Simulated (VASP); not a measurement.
# As3Pt (Pm-3m) in VASP: further runs

As3Pt is run at these levels: r2SCAN; tasks: single point.

Everything below comes from runs of VASP 6.6.1. Logs are shortened: lines on timing, memory, paths and dates and some standing lists are left out, and cuts for length are marked.

### 1 The cell of the first run

It takes space group Pm-3m (No. 221, cubic). The conventional cell has a = 4.125 Å, b = 4.125 Å, c = 4.125 Å, α = 90.00°, β = 90.00°, γ = 90.00°. Within 3.8 Å of As (site symmetry 4/mmm) lie 8 As at 2.92 Å and 4 Pt at 2.92 Å. Within 3.8 Å of Pt (site symmetry m-3m) lie 12 As at 2.92 Å.

### 2 Single point, r2SCAN

POSCAR

```
As3Pt
1.0
    4.1249647438      0.0000000000      0.0000000000
    0.0000000000      4.1249647438      0.0000000000
    0.0000000000      0.0000000000      4.1249647438
As Pt
3 1
Direct
    0.0000000000      0.5000000000      0.5000000000
    0.5000000000      0.0000000000      0.5000000000
    0.5000000000      0.5000000000      0.0000000000
    0.0000000000      0.0000000000      0.0000000000
```

INCAR.step1

```
SYSTEM = As3Pt
PREC = Accurate
ENCUT = 520
ISMEAR = 0
SIGMA = 0.1
LREAL = .False.
LASPH = .True.
NELM = 80
NBANDS = 20
GGA = PE
ALGO = Normal
EDIFF = 1E-4
LWAVE = .True.
LCHARG = .False.
```

INCAR.step2

```
SYSTEM = As3Pt
PREC = Accurate
ENCUT = 520
EDIFF = 1E-6
ISMEAR = 0
SIGMA = 0.1
LREAL = .False.
LASPH = .True.
NELM = 80
ALGO = Normal
ISIF = 2
LWAVE = .False.
LCHARG = .True.
METAGGA = R2SCAN
LMIXTAU = .True.
LELF = .True.
LVHAR = .True.
NBANDS = 20
ISTART = 1
```

KPOINTS

```
regular mesh
0
Gamma
  4 4 4
  0 0 0
```

Potentials or basis: VASP PAW PBE potentials, release 64 (As, Pt).

Launch:

```
$ cat potpaw_PBE.64/As/POTCAR potpaw_PBE.64/Pt/POTCAR > POTCAR
$ cp INCAR.step1 INCAR
$ mpirun -np 1 vasp_std > vasp.out
$ cp INCAR.step2 INCAR
$ mpirun -np 1 vasp_std > vasp.out
```

OUTCAR:

```text
SYSTEM = As3Pt
   PREC = Accurate
   ENCUT = 520
   EDIFF = 1E-6
   ISMEAR = 0
   LREAL = .False.
   LASPH = .True.
   NELM = 80
   ISIF = 2
   METAGGA = R2SCAN
   ISTART = 1

 ion  position               nearest neighbor table
   1  0.000  0.500  0.500-   2 2.92   3 2.92   4 2.92   3 2.92   4 2.92   2 2.92   4 2.92   4 2.92
                             2 2.92   3 2.92   3 2.92   2 2.92
   2  0.500  0.000  0.500-   1 2.92   3 2.92   4 2.92   3 2.92   4 2.92   1 2.92   3 2.92   3 2.92
                             1 2.92   4 2.92   4 2.92   1 2.92
   3  0.500  0.500  0.000-   1 2.92   2 2.92   4 2.92   1 2.92   2 2.92   2 2.92   4 2.92   2 2.92
                             1 2.92   4 2.92   1 2.92   4 2.92
   4  0.000  0.000  0.000-   1 2.92   2 2.92   3 2.92   1 2.92   2 2.92   1 2.92   3 2.92   1 2.92
                             2 2.92   3 2.92   2 2.92   3 2.92

  LATTYP: Found a simple cubic cell.
 ALAT       =     4.1249647438

  Lattice vectors:

 A1 = (   4.1249647438,   0.0000000000,   0.0000000000)
 A2 = (   0.0000000000,   4.1249647438,   0.0000000000)
 A3 = (   0.0000000000,   0.0000000000,   4.1249647438)

Analysis of symmetry for initial positions (statically):
=====================================================================
 Subroutine PRICEL returns:
 Original cell was already a primitive cell.

 Routine SETGRP: Setting up the symmetry group for a
 simple cubic supercell.

 Subroutine GETGRP returns: Found 48 space group operations
 (whereof 48 operations were pure point group operations)
 out of a pool of 48 trial point group operations.

The static configuration has the point symmetry O_h .

Analysis of symmetry for dynamics (positions and initial velocities):
=====================================================================
 Subroutine PRICEL returns:
 Original cell was already a primitive cell.

 Routine SETGRP: Setting up the symmetry group for a
 simple cubic supercell.

 Subroutine GETGRP returns: Found 48 space group operations
 (whereof 48 operations were pure point group operations)
 out of a pool of 48 trial point group operations.

The dynamic configuration has the point symmetry O_h .

 Subroutine INISYM returns: Found 48 space group operations
 (whereof 48 operations are pure point group operations),
 and found     1 'primitive' translations

----------------------------------------------------------------------------------------

                                     Primitive cell

  volume of cell :      70.1877

  direct lattice vectors                    reciprocal lattice vectors
     4.124964744  0.000000000  0.000000000     0.242426314  0.000000000  0.000000000
     0.000000000  4.124964744  0.000000000     0.000000000  0.242426314  0.000000000
     0.000000000  0.000000000  4.124964744     0.000000000  0.000000000  0.242426314

  length of vectors
     4.124964744  4.124964744  4.124964744     0.242426314  0.242426314  0.242426314

  position of ions in fractional coordinates (direct lattice)
     0.000000000  0.500000000  0.500000000
     0.500000000  0.000000000  0.500000000
     0.500000000  0.500000000  0.000000000
     0.000000000  0.000000000  0.000000000

  ion indices of the primitive-cell ions
   primitive index   ion index
                 1           1
                 2           2
                 3           3
                 4           4

----------------------------------------------------------------------------------------

 KPOINTS: regular mesh

Automatic generation of k-mesh.
 Grid dimensions read from file:
 generate k-points for:    4    4    4

 Generating k-lattice:

  Cartesian coordinates                     Fractional coordinates (reciprocal lattice)
     0.060606579  0.000000000  0.000000000     0.250000000  0.000000000  0.000000000
     0.000000000  0.060606579  0.000000000     0.000000000  0.250000000  0.000000000
     0.000000000  0.000000000  0.060606579     0.000000000  0.000000000  0.250000000

  Length of vectors
     0.060606579  0.060606579  0.060606579

  Shift w.r.t. Gamma in fractional coordinates (k-lattice)
     0.000000000  0.000000000  0.000000000

 Subroutine IBZKPT returns following result:
 ===========================================

 Found     10 irreducible k-points:

 Following reciprocal coordinates:
            Coordinates               Weight
  0.000000  0.000000  0.000000      1.000000
  0.250000  0.000000  0.000000      6.000000
  0.500000  0.000000  0.000000      3.000000
  0.250000  0.250000  0.000000     12.000000
  0.500000  0.250000  0.000000     12.000000
  0.500000  0.500000  0.000000      3.000000
  0.250000  0.250000  0.250000      8.000000
  0.500000  0.250000  0.250000     12.000000
  0.500000  0.500000  0.250000      6.000000
  0.500000  0.500000  0.500000      1.000000
   k-points           NKPTS =     10   k-points in BZ     NKDIM =     10   number of bands    NBANDS=     20
   number of dos      NEDOS =    301   number of ions     NIONS =      4
   total plane-waves  NPLWV =  32768
   dimension x,y,z NGX =    32 NGY =   32 NGZ =   32
   dimension x,y,z NGXF=    64 NGYF=   64 NGZF=   64
   ions per type =               3   1
   NGX,Y,Z   is equivalent  to a cutoff of  12.90, 12.90, 12.90 a.u.
   NGXF,Y,Z  is equivalent  to a cutoff of  25.79, 25.79, 25.79 a.u.
 SYSTEM =  As3Pt
   PREC   = accura    normal or accurate (medium, high low for compatibility)
   ISTART =      1    job   : 0-new  1-cont  2-samecut
   ICHARG =      0    charge: 1-file 2-atom 10-const
   ISPIN  =      1    spin polarized calculation?
   LNONCOLLINEAR =      F non collinear calculations
   LSORBIT =      F    spin-orbit coupling
   LASPH  =      T    aspherical Exc in radial PAW
   ENCUT  =  520.0 eV  38.22 Ry    6.18 a.u.   7.67  7.67  7.67*2*pi/ulx,y,z
   NELM   =     80;   NELMIN=  2; NELMDL=  0     # of ELM steps
   EDIFF  = 0.1E-05   stopping-criterion for ELM
   LREAL  =      F    real-space projection
   EDIFFG = 0.1E-04   stopping-criterion for IOM
   NSW    =      0    number of steps for IOM
   IBRION =     -1    ionic relax: 0-MD 1-quasi-New 2-CG
   NFREE  =      0    steps in history (QN), initial steepest desc. (CG)
   ISIF   =      2    stress and relaxation
   ISYM   =      2    0-nonsym 1-usesym 2-fastsym
   POTIM  = 0.5000    time-step for ionic-motion
   TEBEG  =    0.0;   TEEND  =   0.0 temperature during run
   PSTRESS=    0.0 pullay stress
   NELECT =      25.0000    total number of electrons
   NUPDOWN=      -1.0000    fix difference up-down
   EMIN   =  10.00;   EMAX   =-10.00  energy-range for DOS
   EFERMI =   0.00;   METHOD = LEGACY
   ISMEAR =     0;   SIGMA  =   0.10  broadening in eV -4-tet -1-fermi 0-gaus
   EFERMI_NEDOS =   21; number of points for ismear=-14 and -15
   IALGO  =     38    algorithm
   IMIX   =      4    mixing-type and parameters
     AMIX     =   0.40;   BMIX     =  1.00
     AMIX_MAG =   1.60;   BMIX_MAG =  1.00
  volume/ion in A,a.u.               =      17.55       118.41
  Fermi-wavevector in a.u.,A,eV,Ry     =   1.160472  2.192974 18.322895  1.346695
  Thomas-Fermi vector in A             =   2.297054
   LORBIT       =      0    0 simple, 1 ext, 2 COOP (PROOUT), +10 PAW based schemes
   METAGGA = R2SCAN    functional components
   LHFCALC =     F    Hartree Fock is set to
   AEXX    =    0.0000 exact exchange contribution
   IVDW    =     0    specifies the selected vdW correction
   LEPSILON=     F    determine dielectric tensor
   LRPA    =     F    only Hartree local field effects (RPA)
 non-spin polarized calculation
 Gauss-broadening in eV      SIGMA  =   0.10
  energy-cutoff  :      520.00
  volume of cell :       70.19
 maximum number of plane-waves:      1924
 NGX is ok and might be reduce to    32
   NGX = 15   NGY = 15   NGZ = 15

 number of electron      24.9999995 magnetization

 Free energy of the ion-electron system (eV)
  ---------------------------------------------------
  ext. energy  EPLUGINS =         0.00000000
  ---------------------------------------------------
  free energy    TOTEN  =       -93.71594541 eV

  energy without entropy =      -93.70355197  energy(sigma->0) =      -93.70974869

 E-fermi :   8.2173     XC(G=0): -12.2101

 val. band max:        8.1688480731   @ k =   0.2500   0.0000   0.0000
 cond. band min:       8.3181162459   @ k =   0.5000   0.2500   0.2500
 fundamental gap:      0.1492681729
 Fermi energy:         8.2173131861

 k-point     1 :       0.0000    0.0000    0.0000
  band No.  band energies     occupation
      1      -8.0402      2.00000
      2      -1.6292      2.00000
      3      -1.6292      2.00000
      4       2.2433      2.00000
      5       2.2433      2.00000
      6       2.2433      2.00000
[... 12 lines left out ...]
     19      16.1816      0.00000
     20      16.1816      0.00000

 k-point     2 :       0.2500    0.0000    0.0000
  band No.  band energies     occupation
      1      -7.5130      2.00000
      2      -3.3180      2.00000
      3      -1.3354      2.00000
      4       2.2466      2.00000
      5       2.2466      2.00000
      6       3.2141      2.00000
[... 12 lines left out ...]
     19      15.9667      0.00000
     20      16.4565      0.00000

 k-point     3 :       0.5000    0.0000    0.0000
  band No.  band energies     occupation
      1      -6.4180      2.00000
      2      -5.1953      2.00000
      3      -0.9509      2.00000
      4       2.2087      2.00000
      5       2.2087      2.00000
      6       2.9153      2.00000
[... 12 lines left out ...]
     19      13.6824      0.00000
     20      15.7487      0.00000

 k-point     4 :       0.2500    0.2500    0.0000
  band No.  band energies     occupation
      1      -7.0029      2.00000
      2      -3.3155      2.00000
      3      -2.5512      2.00000
      4       2.1461      2.00000
      5       2.4581      2.00000
      6       2.7924      2.00000
[... 12 lines left out ...]
     19      15.2295      0.00000
     20      16.3013      0.00000

 k-point     5 :       0.5000    0.2500    0.0000
  band No.  band energies     occupation
      1      -5.9470      2.00000
      2      -4.7972      2.00000
      3      -2.4583      2.00000
      4       1.4830      2.00000
      5       2.5888      2.00000
      6       3.5467      2.00000
[... 12 lines left out ...]
     19      14.4414      0.00000
     20      15.5891      0.00000

 k-point     6 :       0.5000    0.5000    0.0000
  band No.  band energies     occupation
      1      -4.8215      2.00000
      2      -4.2523      2.00000
      3      -4.2523      2.00000
      4      -0.0030      2.00000
      5       3.1382      2.00000
      6       3.1382      2.00000
[... 12 lines left out ...]
     19      13.1583      0.00000
     20      16.9202      0.00000

 k-point     7 :       0.2500    0.2500    0.2500
  band No.  band energies     occupation
      1      -6.5127      2.00000
      2      -3.1196      2.00000
      3      -3.1196      2.00000
      4       0.5261      2.00000
      5       2.8345      2.00000
      6       2.8345      2.00000
[... 12 lines left out ...]
     19      12.7976      0.00000
     20      17.0434      0.00000

 k-point     8 :       0.5000    0.2500    0.2500
  band No.  band energies     occupation
      1      -5.5004      2.00000
      2      -4.4824      2.00000
      3      -2.8912      2.00000
      4       1.4414      2.00000
      5       1.5769      2.00000
      6       2.1060      2.00000
[... 12 lines left out ...]
     19      16.2848      0.00000
     20      16.2860      0.00000

 k-point     9 :       0.5000    0.5000    0.2500
  band No.  band energies     occupation
      1      -4.4384      2.00000
      2      -4.0862      2.00000
      3      -4.0862      2.00000
      4       0.6255      2.00000
      5       1.5721      2.00000
      6       2.3368      2.00000
[... 12 lines left out ...]
     19      17.8405      0.00000
     20      17.8714      0.00000

 k-point    10 :       0.5000    0.5000    0.5000
  band No.  band energies     occupation
      1      -3.8973      2.00000
      2      -3.8973      2.00000
      3      -3.8973      2.00000
      4      -0.0324      2.00000
      5       1.6328      2.00000
      6       1.6328      2.00000
[... 12 lines left out ...]
     19      19.2960      0.00000
     20      19.2960      0.00000

------------------------ aborting loop because EDIFF is reached ----------------------------------------

  FORCE on cell =-STRESS in cart. coord.  units (eV):
  Direction    XX          YY          ZZ          XY          YZ          ZX
  --------------------------------------------------------------------------------------
  -------------------------------------------------------------------------------------
  Total        0.0597884      0.0597884      0.0597884     -0.0000000      0.0000000     -0.0000000
  in kB        1.3647932      1.3647932      1.3647932     -0.0000000      0.0000000     -0.0000000
  external PRESSURE =       1.3647932 kB  Pullay stress =       0.0000000 kB

 VOLUME and BASIS-vectors are now :
 -----------------------------------------------------------------------------
  energy-cutoff  :      520.00
  volume of cell :       70.19
      direct lattice vectors                 reciprocal lattice vectors
     4.124964744  0.000000000  0.000000000     0.242426314  0.000000000  0.000000000
     0.000000000  4.124964744  0.000000000     0.000000000  0.242426314  0.000000000
     0.000000000  0.000000000  4.124964744     0.000000000  0.000000000  0.242426314

 POSITION                                       TOTAL-FORCE (eV/Angst)
 -----------------------------------------------------------------------------------
      0.00000      2.06248      2.06248         0.000000      0.000000      0.000000
      2.06248      0.00000      2.06248         0.000000      0.000000      0.000000
      2.06248      2.06248      0.00000         0.000000      0.000000      0.000000
      0.00000      0.00000      0.00000         0.000000      0.000000      0.000000
 -----------------------------------------------------------------------------------
    total drift:                                0.000000     -0.000000     -0.000000

  FREE ENERGIE OF THE ION-ELECTRON SYSTEM (eV)
  ---------------------------------------------------
  free  energy   TOTEN  =       -93.7159454131 eV

  energy  without entropy=      -93.7035519687  energy(sigma->0) =      -93.70974869
```

It took 84 s on 1 thread of Intel Xeon 8259CL, shared host; peak memory 0.19 GiB.

What came out:

```
Free energy : -93.7159 eV
Pressure    : 0.1 GPa
```

Levels at points of the mesh, in eV from the Fermi level:
```csv
k point,band 9,band 10,band 11,band 12,band 13,band 14,band 15,band 16,band 17,band 18
"(0.00, 0.00, 0.00)",-3.52,-2.89,-2.89,-1.37,0.16,0.16,0.16,3.03,3.03,3.03
"(0.50, 0.00, 0.00)",-2.70,-2.70,-2.47,-1.40,-1.39,-1.39,1.51,3.31,3.31,5.44
"(0.50, 0.50, 0.00)",-3.07,-2.48,-2.35,-1.77,-1.77,1.05,1.05,3.84,3.96,4.06
"(0.50, 0.50, 0.50)",-2.97,-2.88,-2.38,-2.38,-2.38,4.22,4.22,4.26,4.26,4.26
```

Caveat: the k points lie up to 0.38 Å⁻¹ apart; the PAW data sets were made with another functional, which shifts forces and pressure a little; spin-orbit coupling is left out, which moves the levels of the heavy elements.

### 3 Single point, r2SCAN

This run uses another cell than the first one, of 18.96 Å³/atom, 1.081 times its volume.

POSCAR

```
As3Pt
1.0
    4.2330406847      0.0000000000      0.0000000000
    0.0000000000      4.2330406847      0.0000000000
    0.0000000000      0.0000000000      4.2330406847
As Pt
3 1
Direct
    0.0000000000      0.5000000000      0.5000000000
    0.5000000000      0.0000000000      0.5000000000
    0.5000000000      0.5000000000      0.0000000000
    0.0000000000      0.0000000000      0.0000000000
```

INCAR.step1

```
  PREC = Accurate
  ENCUT = 520
  ISMEAR = 0
  SIGMA = 0.1
  LREAL = F
  LASPH = T
  NELM = 80
  NBANDS = 20
  GGA = PE
  ALGO = Normal
  EDIFF = 1E-4
  LWAVE = T
  LCHARG = F
```

INCAR.step2

```
  PREC = Accurate
  ENCUT = 520
  EDIFF = 1E-6
  ISMEAR = 0
  SIGMA = 0.1
  LREAL = F
  LASPH = T
  NELM = 80
  ALGO = Normal
  ISIF = 2
  LWAVE = F
  LCHARG = F
  METAGGA = R2SCAN
  LMIXTAU = T
  NBANDS = 20
  ISTART = 1
```

KPOINTS

```
Automatic mesh
0
Gamma
  4 4 4
```

Potentials or basis: VASP PAW PBE potentials, release 64 (As, Pt).

Launch:

```
$ cat potpaw_PBE.64/As/POTCAR potpaw_PBE.64/Pt/POTCAR > POTCAR
$ cp INCAR.step1 INCAR
$ mpirun -np 1 vasp_std > vasp.out
$ cp INCAR.step2 INCAR
$ mpirun -np 1 vasp_std > vasp.out
```

OUTCAR:

```text
PREC = Accurate
   ENCUT = 520
   EDIFF = 1E-6
   ISMEAR = 0
   LREAL = F
   LASPH = T
   NELM = 80
   ISIF = 2
   METAGGA = R2SCAN
   ISTART = 1

 ion  position               nearest neighbor table
   1  0.000  0.500  0.500-   4 2.99   4 2.99   4 2.99   4 2.99
   2  0.500  0.000  0.500-   4 2.99   4 2.99   4 2.99   4 2.99
   3  0.500  0.500  0.000-   4 2.99   4 2.99   4 2.99   4 2.99
   4  0.000  0.000  0.000-   1 2.99   2 2.99   3 2.99   1 2.99   2 2.99   1 2.99   3 2.99   1 2.99
                             2 2.99   3 2.99   2 2.99   3 2.99

[... 413 lines left out ...]
  Direction    XX          YY          ZZ          XY          YZ          ZX
  --------------------------------------------------------------------------------------
  -------------------------------------------------------------------------------------
  Total       -3.7301866     -3.7301866     -3.7301866      0.0000000     -0.0000000     -0.0000000
  in kB      -78.7923059    -78.7923059    -78.7923059      0.0000000     -0.0000000     -0.0000000
  external PRESSURE =     -78.7923059 kB  Pullay stress =       0.0000000 kB

 VOLUME and BASIS-vectors are now :
 -----------------------------------------------------------------------------
  energy-cutoff  :      520.00
  volume of cell :       75.85
      direct lattice vectors                 reciprocal lattice vectors
     4.233040685  0.000000000  0.000000000     0.236236803  0.000000000  0.000000000
     0.000000000  4.233040685  0.000000000     0.000000000  0.236236803  0.000000000
     0.000000000  0.000000000  4.233040685     0.000000000  0.000000000  0.236236803

 POSITION                                       TOTAL-FORCE (eV/Angst)
 -----------------------------------------------------------------------------------
      0.00000      2.11652      2.11652         0.000000      0.000000      0.000000
      2.11652      0.00000      2.11652         0.000000      0.000000      0.000000
      2.11652      2.11652      0.00000         0.000000      0.000000      0.000000
      0.00000      0.00000      0.00000         0.000000      0.000000      0.000000
 -----------------------------------------------------------------------------------
    total drift:                                0.000000     -0.000000     -0.000000

  FREE ENERGIE OF THE ION-ELECTRON SYSTEM (eV)
  ---------------------------------------------------
  free  energy   TOTEN  =       -93.5690047818 eV

  energy  without entropy=      -93.5530923461  energy(sigma->0) =      -93.56104856
```

OUTCAR.step1:

```text
PREC = Accurate
   ENCUT = 520
   ISMEAR = 0
   LREAL = F
[... 443 lines left out ...]
      0.00000      2.11652      2.11652         0.000000      0.000000      0.000000
      2.11652      0.00000      2.11652         0.000000      0.000000      0.000000
      2.11652      2.11652      0.00000         0.000000      0.000000      0.000000
      0.00000      0.00000      0.00000         0.000000      0.000000      0.000000
 -----------------------------------------------------------------------------------
    total drift:                                0.000000     -0.000000     -0.000000

  FREE ENERGIE OF THE ION-ELECTRON SYSTEM (eV)
  ---------------------------------------------------
  free  energy   TOTEN  =       -18.7830876294 eV

  energy  without entropy=      -18.7652443336  energy(sigma->0) =      -18.77416598
```

Run time: 1.7 min. Hardware: 1 thread of Intel Xeon 8259CL, shared host; peak memory 0.19 GiB.

Results:

```
Free energy : -93.5690 eV
Pressure    : -7.9 GPa
```

Caveat: the k points lie up to 0.37 Å⁻¹ apart; the PAW data sets were made with another functional, which shifts forces and pressure a little; spin-orbit coupling is left out, which moves the levels of the heavy elements.
